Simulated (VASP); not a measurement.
The system is SiC (Moissanite).

```
Si C
1.0
     3.07600    0.00000    0.00000
    -1.53800    2.66389    0.00000
     0.00000    0.00000    5.04800
Si C
2 2
Direct
  0.33333 0.66667 0.00000
  0.66667 0.33333 0.50000
  0.33333 0.66667 0.38500
  0.66667 0.33333 0.88500
```

```yaml
Program: VASP 6.6.1
Task: relaxation of cell and atoms
Functional: PBE
Potentials_or_basis: VASP PAW PBE potentials, release 64 (Si, C)
Cutoff: 600 eV
k_mesh: 12 × 12 × 4
Occupations: gaussian, width 0.01 eV
Spin: no spin polarisation
```

At the start: pressure 3.5 GPa; volume 10.34 Å³/atom.

Where does the relaxation end?

Over 7 steps the energy falls by 10.5 meV/atom and the volume is 10.49 Å³/atom (+1.5 %); space group P6_3mc (No. 186, to 0.05 Å).

Step by step:
```csv
step,energy change (eV),largest force (eV/Å),pressure (GPa),volume (Å³)
1,0.0000,0.7514,3.50,41.36
2,-0.0030,0.6269,-3.42,42.73
3,-0.0390,0.0842,-0.44,42.06
4,-0.0421,0.0241,0.06,41.97
5,-0.0421,0.0120,0.00,41.98
6,-0.0421,0.0113,0.00,41.98
7,-0.0421,0.0004,0.00,41.98
```

Final structure:
```
Si C
1.0
     3.09112    0.00000    0.00000
    -1.54556    2.67698    0.00000
     0.00000    0.00000    5.07285
Si C
2 2
Direct
  0.33333 0.66667 0.00458
  0.66667 0.33333 0.50458
  0.33333 0.66667 0.38042
  0.66667 0.33333 0.88042
```
